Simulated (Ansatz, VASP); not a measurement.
# One calculation of AlN, two programs

INCAR

```
SYSTEM = AlN
PREC = Accurate
ENCUT = 520
EDIFF = 1E-7
ISMEAR = 0
SIGMA = 0.02
LREAL = .FALSE.
LASPH = .TRUE.
NELM = 120
ALGO = Normal
ISIF = 2
LWAVE = .FALSE.
LCHARG = .FALSE.
GGA = PS
IBRION = 2
NSW = 60
EDIFFG = -0.002
GGA_COMPAT = .FALSE.
NELMIN = 4
```

Contents of KPOINTS:

```
Automatic mesh
0
G
  9 9 4
  0 0 0
```

POSCAR

```
AlN
1.0
    3.0670711286      0.0000000000      0.0000000000
   -1.5335355643      2.6561615126      0.0000000000
    0.0000000000      0.0000000000      5.0269993239
Al N
2 2
Direct
    0.3333333333      0.6666666667      0.0021683070
    0.6666666667      0.3333333333      0.5021683070
    0.3333333333      0.6666666667      0.3798316930
    0.6666666667      0.3333333333      0.8798316930
```

Input for Ansatz:

```yaml
crystal:
  lattice:
    - [3.0670711286, 0.0, 0.0]
    - [-1.5335355643, 2.6561615126, 0.0]
    - [0.0, 0.0, 5.0269993239]
  atoms:
    - { symbol: Al, position: [0.3333333333, 0.6666666667, 0.002168307] }
    - { symbol: Al, position: [0.6666666667, 0.3333333333, 0.502168307] }
    - { symbol: "N", position: [0.3333333333, 0.6666666667, 0.379831693] }
    - { symbol: "N", position: [0.6666666667, 0.3333333333, 0.879831693] }
basis:
  ecutwfc: 600.0
kpoints:
  mp_grid: { grid: [9, 9, 4] }
hamiltonian:
  xc: pbesol
scf:
  occupations: { method: gaussian, width: 0.02 }
output:
  forces: true
  stress: true
  eigenvalues: true
relax:
  adjacent_minimum: "off"
  f_tol: 0.002
  max_steps: 40
```

Change from the starting cell: strained cell.

Alike in both runs: task relaxation of the atoms; functional PBEsol; k mesh 9 × 9 × 4; occupations gaussian, width 0.02 eV; no spin polarisation.

```csv
,VASP,Ansatz
version,VASP 6.6.1,Ansatz 0.2.0
potentials or method,"VASP PAW PBE potentials, release 64 (Al, N), cutoff 520 eV","scalar-relativistic, plane waves, PAW"
valence electrons in the cell,16,16
```

|  | VASP | Ansatz | Ansatz less VASP |
| --- | --- | --- | --- |
| gap on the k mesh at the Fermi level, each at its own relaxed structure (eV) | 4.42 | 4.40 | -0.017 |

VASP's potentials were made for PBE, not for PBEsol. Ansatz's warnings: stress scf threshold loose.
